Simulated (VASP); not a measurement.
Here is a VASP 6.6.1 calculation.

INCAR

```
PREC     = Accurate       # precision mode
ENCUT    = 520            # plane-wave cutoff, eV
EDIFF    = 1E-6           # SCF threshold, eV
ISMEAR   = 0              # smearing method
SIGMA    = 0.01           # smearing width, eV
LREAL    = False          # projectors in reciprocal space
LASPH    = True           # aspherical terms in the spheres
NELM     = 60             # most SCF steps
ALGO     = Normal         # electronic algorithm
ISIF     = 2              # what is computed and relaxed
LWAVE    = False          # write WAVECAR
LCHARG   = False          # write CHGCAR
GGA      = PE             # functional
NBANDS   = 15             # bands
```

KPOINTS

```
regular mesh
0
Gamma
  6 6 6
```

Contents of POSCAR:

```
RbBr
1.0
    4.1279266164      0.0000000000      0.0000000000
    0.0000000000      4.1279266164      0.0000000000
    0.0000000000      0.0000000000      4.1279266164
Rb Br
1 1
Direct
    0.0000000000      0.0000000000      0.0000000000
    0.5000000000      0.5000000000      0.5000000000
```

Potentials or basis: VASP PAW PBE potentials, release 64 (Rb_sv, Br).

Run with:

```bash
$ cat potpaw_PBE.64/Rb_sv/POTCAR potpaw_PBE.64/Br/POTCAR > POTCAR
$ mpirun -np 1 vasp_std > vasp.out
```

(1) What does it give for the pressure?

(2) Estimate the band gap on the k mesh.

Answers

(1) 0.8 GPa.

(2) 4.08 eV, indirect (least direct gap 4.23 eV).
